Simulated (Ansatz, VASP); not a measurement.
One calculation of Pt, two programs

```
Pt
1.0
     2.89144    0.00000    0.00000
    -1.44572    2.50406    0.00000
     0.00000    0.00000    4.58785
Pt
2
Direct
  0.66667 0.33333 0.75000
  0.33333 0.66667 0.25000
```

Alike in both runs: task single point; functional PBEsol; k mesh 18 × 18 × 10; occupations gaussian, width 0.1 eV; no spin polarisation.

|  | VASP | Ansatz |
| --- | --- | --- |
| version | VASP 6.6.1 | Ansatz 0.2.0 |
| potentials or method | VASP PAW PBE potentials, release 64 (Pt), cutoff 520 eV | scalar-relativistic, plane waves, PAW |
| valence electrons in the cell | 20 | 36 |

|  | VASP | Ansatz | Ansatz less VASP |
| --- | --- | --- | --- |
| gap on the k mesh at the Fermi level (eV) | none | none | - |
| pressure (GPa) | -20.4 | -20.1 | +0.33 |
| traceless stress, the component that is largest in VASP (GPa) | 4.66 | 4.68 | +0.026 |

VASP's potentials were made for PBE, not for PBEsol. A gap of «none» marks a metal or a gap that the smearing closes. VASP's potentials hold 20 valence electrons a cell and Ansatz's 36, so a difference there can come from the potentials and not from the codes.

Neither program's run includes spin-orbit coupling.
